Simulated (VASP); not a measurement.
Here is a VASP 6.6.1 calculation.

INCAR

```
SYSTEM = Mg
PREC = Accurate
ENCUT = 520
EDIFF = 1E-6
ISMEAR = -1
SIGMA = 0.1
LREAL = .FALSE.
LASPH = .TRUE.
NELM = 60
ALGO = Normal
ISIF = 2
LWAVE = .FALSE.
LCHARG = .FALSE.
GGA = CA
NBANDS = 12
```

KPOINTS

```
Automatic mesh
0
G
  12 12 4
  0 0 0
```

The input POSCAR:

```
Mg
1.0
    2.9372636884      0.0000000000      0.0000000000
   -1.4686318442      2.5437449718      0.0000000000
    0.0000000000      0.0000000000      9.4656374507
Mg
4
Direct
    0.0000000000      0.0000000000      0.0000000000
    0.0000000000      0.0000000000      0.5000000000
    0.3333333333      0.6666666667      0.2500000000
    0.6666666667      0.3333333333      0.7500000000
```

Potentials or basis: VASP PAW LDA potentials, release 64 (Mg).

Launch:

```sh
$ cat potpaw_LDA.64/Mg/POTCAR > POTCAR
$ mpirun -np 1 vasp_std > vasp.out
```

Problem. Estimate the pressure.

Solution. 11.7 GPa.

Problem. Predict the band gap on the k mesh.

Solution. Zero (bands 4 and 5 overlap by 2.30 eV).

Caveat: the cell stands under pressure.
